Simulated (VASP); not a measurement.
BaS, 2 atoms in the cell. It takes space group Fm-3m (No. 225, cubic). Conventional cell: a = 6.272 Å, b = 6.272 Å, c = 6.272 Å, α = 90.00°, β = 90.00°, γ = 90.00°. Within 4.1 Å of Ba (site symmetry m-3m) lie 6 S at 3.14 Å. S (site symmetry m-3m) has 6 Ba at 3.14 Å within 4.1 Å. 

* Program: VASP 6.6.1
* Task: elastic constants
* Functional: LDA
* Potentials or basis: VASP PAW LDA potentials, release 64 (Ba_sv, S)
* Cutoff: 600 eV
* k mesh: 6 × 6 × 6
* Occupations: gaussian, width 0.01 eV
* Spin: no spin polarisation
* Dipole correction: no
* Ions in elastic constants: relaxed
* Further INCAR settings: ALGO = Normal; EDIFF = 1e-08; NBANDS = 15; IBRION = 6; POTIM = 0.015; NSW = 1; ISIF = 3

Potentials or basis: VASP PAW LDA potentials, release 64 (Ba_sv, S).

The run is started by

```console
$ cat potpaw_LDA.64/Ba_sv/POTCAR potpaw_LDA.64/S/POTCAR > POTCAR
$ mpirun -np 1 vasp_std > vasp.out
```

Hardware: 1 thread of Intel(R) Xeon(R) Platinum 8259CL CPU @ 2.50GHz (Skylake/Cascade Lake), on a shared host.

Task: How long does it take, and how much memory?

Result: Wall time 6.3 min on 1 thread of Intel(R) Xeon(R) Platinum 8259CL CPU @ 2.50GHz (Skylake/Cascade Lake), with other jobs on the host, peak memory 0.26 GiB. Counts: scf iterations 170, k points 16.
